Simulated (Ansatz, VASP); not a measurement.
**One calculation of Si5PdW2, two programs**

```
Si Pd W
1.0
     0.00000    5.34866    5.34866
     5.34866    0.00000    5.34866
     5.34866    5.34866    0.00000
Si Pd W
5 1 2
Direct
  0.62509 0.62509 0.62509
  0.62509 0.62509 0.12473
  0.62509 0.12473 0.62509
  0.12473 0.62509 0.62509
  0.25000 0.25000 0.25000
  0.00000 0.00000 0.00000
  0.50000 0.50000 0.50000
  0.75000 0.75000 0.75000
```

Alike in both runs: functional PBE; k mesh 4 × 4 × 4; occupations gaussian, width 0.2 eV; no spin polarisation.

Ansatz relaxed the structure, and its values are those at the end. VASP's run is a single point on that final structure, the one shown.

```csv
,VASP,Ansatz
version,VASP 6.6.1,Ansatz 0.2.0
potentials or method,"VASP PAW PBE potentials, release 64 (Si, Pd, W_sv), cutoff 500 eV","scalar-relativistic, plane waves, PAW"
valence electrons in the cell,58,66
```

|  | VASP | Ansatz | Ansatz less VASP |
| --- | --- | --- | --- |
| gap on the k mesh at the Fermi level (eV) | none | none | - |
| pressure (GPa) | -0.1 | -0.1 | 0.00 |

A gap of «none» marks a metal or a gap that the smearing closes. The functional is the same, so the differences come from potentials, cutoffs and numerics. VASP's potentials hold 58 valence electrons a cell and Ansatz's 66, so a difference there can come from the potentials and not from the codes.

Neither program's run includes spin-orbit coupling.
